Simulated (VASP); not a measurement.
A run of VASP 6.6.1:

The input INCAR:

```
PREC = Accurate
ENCUT = 520
EDIFF = 1E-7
ISMEAR = -1
SIGMA = 0.05
LREAL = False
LASPH = True
NELM = 100
ALGO = Normal
ISIF = 2
LWAVE = False
LCHARG = True
GGA = RE
LELF = True
LVHAR = True
NBANDS = 28
```

File KPOINTS:

```
regular mesh
0
Gamma
  7 7 6
```

File POSCAR:

```
PbS
1.0
    2.0799526950     -5.9912968650      0.0000000000
    2.0799526950      5.9912968650      0.0000000000
    0.0000000000      0.0000000000      4.2793209400
Pb S
2 2
Direct
    0.1305633500      0.8694366500      0.2500000000
    0.8694366500      0.1305633500      0.7500000000
    0.3547970900      0.6452029100      0.2500000000
    0.6452029100      0.3547970900      0.7500000000
```

Potentials or basis: VASP PAW PBE potentials, release 64 (Pb_d, S).

Command:

```bash
$ cat potpaw_PBE.64/Pb_d/POTCAR potpaw_PBE.64/S/POTCAR > POTCAR
$ mpirun -np 1 vasp_std > vasp.out
```

Hardware: 1 thread of Intel(R) Xeon(R) 6975P-C (Granite Rapids), on a shared host.

Question: Estimate the wall time of this run.

Answer: It took 99 s on 1 thread of Intel(R) Xeon(R) 6975P-C (Granite Rapids) (shared host), peak memory 0.34 GiB. Counts: scf iterations 17, k points 64.
